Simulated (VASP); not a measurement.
# RbSi6 (Im-3m) in VASP: notebook, part 2 of 2

VASP 6.6.1.

**3. Relaxation of cell and atoms, PBE**

This run uses another cell than the first one, of 22.50 Å³/atom.

INCAR reads:

```
SYSTEM = RbSi6
PREC = Accurate
ENCUT = 600
EDIFF = 1E-6
ISMEAR = -1
SIGMA = 0.15
LREAL = .FALSE.
LASPH = .TRUE.
NELM = 80
ALGO = Normal
ISIF = 3
LWAVE = .FALSE.
LCHARG = .FALSE.
GGA = PE
IBRION = 2
NSW = 80
EDIFFG = -0.001
```

KPOINTS reads:

```
regular mesh
0
G
  8 8 8
  0 0 0
```

POSCAR reads:

```
RbSi6
1.0
   -3.4018481016      3.4018481016      3.4018481016
    3.4018481016     -3.4018481016      3.4018481016
    3.4018481016      3.4018481016     -3.4018481016
Rb Si
1 6
Direct
    0.0000000000      0.0000000000      0.0000000000
    0.7500000000      0.2500000000      0.5000000000
    0.2500000000      0.7500000000      0.5000000000
    0.5000000000      0.2500000000      0.7500000000
    0.7500000000      0.5000000000      0.2500000000
    0.5000000000      0.7500000000      0.2500000000
    0.2500000000      0.5000000000      0.7500000000
```

Potentials or basis: VASP PAW PBE potentials, release 64 (Rb_sv, Si).

Started as:

```bash
cat potpaw_PBE.64/Rb_sv/POTCAR potpaw_PBE.64/Si/POTCAR > POTCAR
mpirun -np 1 vasp_std > vasp.out
```

OUTCAR:

```text
SYSTEM = RbSi6
   PREC = Accurate
   ENCUT = 600
   EDIFF = 1E-6
   ISMEAR = -1
   LREAL = .FALSE.
   LASPH = .TRUE.
   NELM = 80
   ISIF = 3
   GGA = PE
   IBRION = 2
   NSW = 80
   EDIFFG = -0.001

 ion  position               nearest neighbor table
   1  0.000  0.000  0.000-   2 3.80   3 3.80   2 3.80   3 3.80   4 3.80   7 3.80   2 3.80   3 3.80
                             4 3.80   5 3.80   6 3.80   7 3.80   2 3.80   3 3.80   5 3.80   7 3.80
   2  0.750  0.250  0.500-   4 2.41   5 2.41   7 2.41   6 2.41   1 3.80   1 3.80   1 3.80   1 3.80

   3  0.250  0.750  0.500-   4 2.41   6 2.41   7 2.41   5 2.41   1 3.80   1 3.80   1 3.80   1 3.80

   4  0.500  0.250  0.750-   2 2.41   5 2.41   7 2.41   3 2.41   1 3.80   1 3.80   1 3.80   1 3.80

   5  0.750  0.500  0.250-   2 2.41   3 2.41   6 2.41   4 2.41   1 3.80   1 3.80   1 3.80   1 3.80

   6  0.500  0.750  0.250-   2 2.41   3 2.41   5 2.41   7 2.41   1 3.80   1 3.80   1 3.80   1 3.80

   7  0.250  0.500  0.750-   3 2.41   4 2.41   6 2.41   2 2.41   1 3.80   1 3.80   1 3.80   1 3.80

  LATTYP: Found a body centered cubic cell.
 ALAT       =     6.8036962032

  Lattice vectors:

 A1 = (  -3.4018481016,   3.4018481016,   3.4018481016)
 A2 = (   3.4018481016,  -3.4018481016,   3.4018481016)
 A3 = (   3.4018481016,   3.4018481016,  -3.4018481016)

Analysis of symmetry for initial positions (statically):
=====================================================================
 Subroutine PRICEL returns:
 Original cell was already a primitive cell.

 Routine SETGRP: Setting up the symmetry group for a
 body centered cubic supercell.

 Subroutine GETGRP returns: Found 48 space group operations
 (whereof 48 operations were pure point group operations)
 out of a pool of 48 trial point group operations.

The static configuration has the point symmetry O_h .

Analysis of symmetry for dynamics (positions and initial velocities):
=====================================================================
 Subroutine PRICEL returns:
 Original cell was already a primitive cell.

 Routine SETGRP: Setting up the symmetry group for a
 body centered cubic supercell.

 Subroutine GETGRP returns: Found 48 space group operations
 (whereof 48 operations were pure point group operations)
 out of a pool of 48 trial point group operations.

The dynamic configuration has the point symmetry O_h .

 Subroutine INISYM returns: Found 48 space group operations
 (whereof 48 operations are pure point group operations),
 and found     1 'primitive' translations

----------------------------------------------------------------------------------------

                                     Primitive cell

  volume of cell :     157.4725

  direct lattice vectors                    reciprocal lattice vectors
    -3.401848102  3.401848102  3.401848102     0.000000000  0.146978932  0.146978932
[... 140 lines left out ...]
  ext. energy  EPLUGINS =         0.00000000
  ---------------------------------------------------
  free energy    TOTEN  =       -33.38794267 eV

  energy without entropy =      -33.24383158  energy(sigma->0) =      -33.31588712

------------------------ aborting loop because EDIFF is reached ----------------------------------------

  FORCE on cell =-STRESS in cart. coord.  units (eV):
  Direction    XX          YY          ZZ          XY          YZ          ZX
  --------------------------------------------------------------------------------------
  -------------------------------------------------------------------------------------
  Total        0.0124560      0.0124560      0.0124560      0.0000000     -0.0000000      0.0000000
  in kB        0.1267315      0.1267315      0.1267315      0.0000000     -0.0000000      0.0000000
  external PRESSURE =       0.1267315 kB  Pullay stress =       0.0000000 kB

 VOLUME and BASIS-vectors are now :
 -----------------------------------------------------------------------------
  energy-cutoff  :      600.00
  volume of cell :      157.47
      direct lattice vectors                 reciprocal lattice vectors
    -3.401848102  3.401848102  3.401848102     0.000000000  0.146978932  0.146978932
     3.401848102 -3.401848102  3.401848102     0.146978932  0.000000000  0.146978932
     3.401848102  3.401848102 -3.401848102     0.146978932  0.146978932  0.000000000

 POSITION                                       TOTAL-FORCE (eV/Angst)
 -----------------------------------------------------------------------------------
      0.00000      0.00000      0.00000         0.000000     -0.000000      0.000000
      0.00000      3.40185      1.70092         0.000000      0.000000      0.000000
      3.40185      0.00000      1.70092        -0.000000     -0.000000      0.000000
      1.70092      3.40185      0.00000         0.000000      0.000000     -0.000000
      0.00000      1.70092      3.40185        -0.000000     -0.000000     -0.000000
      1.70092      0.00000      3.40185         0.000000     -0.000000      0.000000
      3.40185      1.70092      0.00000        -0.000000     -0.000000      0.000000
 -----------------------------------------------------------------------------------
    total drift:                               -0.000000     -0.000000     -0.000000

  FREE ENERGIE OF THE ION-ELECTRON SYSTEM (eV)
  ---------------------------------------------------
  free  energy   TOTEN  =       -33.3879426695 eV

  energy  without entropy=      -33.2438315759  energy(sigma->0) =      -33.31588712

--------------------------------------- Ionic step        2  -------------------------------------------

 number of electron      33.0000002 magnetization

 Free energy of the ion-electron system (eV)
  ---------------------------------------------------
  ext. energy  EPLUGINS =         0.00000000
  ---------------------------------------------------
  free energy    TOTEN  =       -33.38794301 eV

  energy without entropy =      -33.24381581  energy(sigma->0) =      -33.31587941

 E-fermi :   5.3572     XC(G=0):  -9.1350

 val. band max:        5.3157019963   @ k =   0.5000   0.0000   0.0000
 cond. band min:       5.3908282966   @ k =   0.3750   0.0000   0.0000
 fundamental gap:      0.0751263003
 Fermi energy:         5.3571839543

 k-point     1 :       0.0000    0.0000    0.0000
  band No.  band energies     occupation
      1     -22.4028      2.00000
      2      -6.7029      2.00000
      3      -6.5650      2.00000
      4      -6.5650      2.00000
      5      -6.5650      2.00000
      6      -2.2671      2.00000
[... 541 lines left out ...]
     19       6.4214      0.00166
     20       7.5109      0.00000

 [... further k-points ...]

------------------------ aborting loop because EDIFF is reached ----------------------------------------

  FORCE on cell =-STRESS in cart. coord.  units (eV):
  Direction    XX          YY          ZZ          XY          YZ          ZX
  --------------------------------------------------------------------------------------
  -------------------------------------------------------------------------------------
  Total       -0.0063363     -0.0063363     -0.0063363      0.0000000     -0.0000000      0.0000000
  in kB       -0.0644505     -0.0644505     -0.0644505      0.0000000     -0.0000000      0.0000000
  external PRESSURE =      -0.0644505 kB  Pullay stress =       0.0000000 kB

 VOLUME and BASIS-vectors are now :
 -----------------------------------------------------------------------------
  energy-cutoff  :      600.00
  volume of cell :      157.51
      direct lattice vectors                 reciprocal lattice vectors
    -3.402140131  3.402140131  3.402140131     0.000000000  0.146966316  0.146966316
     3.402140131 -3.402140131  3.402140131     0.146966316  0.000000000  0.146966316
     3.402140131  3.402140131 -3.402140131     0.146966316  0.146966316  0.000000000

 POSITION                                       TOTAL-FORCE (eV/Angst)
 -----------------------------------------------------------------------------------
     -3.40214      3.40214      3.40214        -0.000000     -0.000000     -0.000000
      0.00000      3.40214      1.70107         0.000000      0.000000     -0.000000
      3.40214      0.00000      1.70107        -0.000000     -0.000000      0.000000
      1.70107      3.40214      0.00000        -0.000000      0.000000     -0.000000
      0.00000      1.70107      3.40214        -0.000000     -0.000000      0.000000
      1.70107      0.00000      3.40214        -0.000000     -0.000000      0.000000
      3.40214      1.70107      0.00000         0.000000     -0.000000     -0.000000
 -----------------------------------------------------------------------------------
    total drift:                                0.000000      0.000000     -0.000000

  FREE ENERGIE OF THE ION-ELECTRON SYSTEM (eV)
  ---------------------------------------------------
  free  energy   TOTEN  =       -33.3879430129 eV

  energy  without entropy=      -33.2438158132  energy(sigma->0) =      -33.31587941

 reached required accuracy - stopping structural energy minimisation
```

Run time: 3.8 min. Hardware: 1 thread of Oxide Virtual Turin-like, shared host; peak memory 0.36 GiB.

Results:

| Property | Result |
| --- | --- |
| Free energy | -33.3879 eV |
| Relaxed volume | 22.50 Å³/atom |
| Relaxed cell | a = 5.893 Å, b = 5.893 Å, c = 5.893 Å, α = 109.47°, β = 109.47°, γ = 109.47° |
| Space group after relaxing (to 0.1 Å) | Im-3m (No. 229) |
| Energy gained by relaxing | 0.0 meV/atom |
| Ionic steps | 2 |
| Pressure after relaxing | 0.0 GPa |
| Band gap on the k mesh | zero (an odd number of electrons rules out a gap without spin polarisation) |

Final structure:
```
Rb Si
1.0
    -3.40214    3.40214    3.40214
     3.40214   -3.40214    3.40214
     3.40214    3.40214   -3.40214
Rb Si
1 6
Direct
  0.00000 0.00000 0.00000
  0.75000 0.25000 0.50000
  0.25000 0.75000 0.50000
  0.50000 0.25000 0.75000
  0.75000 0.50000 0.25000
  0.50000 0.75000 0.25000
  0.25000 0.50000 0.75000
```

Levels at points of the mesh, in eV from the Fermi level:
```csv
k point,band 12,band 13,band 14,band 15,band 16,band 17,band 18,band 19,band 20
"(0.00, 0.00, 0.00)",-3.58,-3.58,-2.58,-2.58,-2.58,1.50,1.50,1.50,1.64
"(0.50, 0.00, 0.00)",-4.05,-3.68,-2.65,-1.94,-1.30,-0.04,1.42,1.55,1.81
"(0.50, 0.50, 0.50)",-2.51,-2.51,-0.58,-0.58,-0.58,-0.27,-0.27,-0.27,1.99
```
